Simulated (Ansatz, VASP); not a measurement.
# Two plane-wave programs on BeAs3

```
Be As
1.0
     4.10623    0.00000    0.00000
     0.00000    4.10623    0.00000
     0.00000    0.00000    4.10623
Be As
1 3
Direct
  0.00000 0.00000 0.00000
  0.00000 0.50000 0.50000
  0.50000 0.00000 0.50000
  0.50000 0.50000 0.00000
```

Alike in both runs: functional PBE; k mesh 12 × 12 × 12; occupations gaussian, width 0.1 eV; no spin polarisation.

Ansatz relaxed the structure, and its values are those at the end. VASP's run is a single point on that final structure, the one shown.

|  | VASP | Ansatz |
| --- | --- | --- |
| version | VASP 6.6.1 | Ansatz 0.2.0 |
| potentials or method | VASP PAW PBE potentials, release 64 (Be, As), cutoff 520 eV | scalar-relativistic, plane waves, PAW |
| valence electrons in the cell | 17 | 47 |

|  | VASP | Ansatz | Ansatz less VASP |
| --- | --- | --- | --- |
| gap on the k mesh at the Fermi level (eV) | none | none | - |
| pressure (GPa) | 0.1 | 0.0 | -0.10 |

A gap of «none» marks a metal or a gap that the smearing closes. VASP's potentials hold 17 valence electrons a cell and Ansatz's 47, so a difference there can come from the potentials and not from the codes.
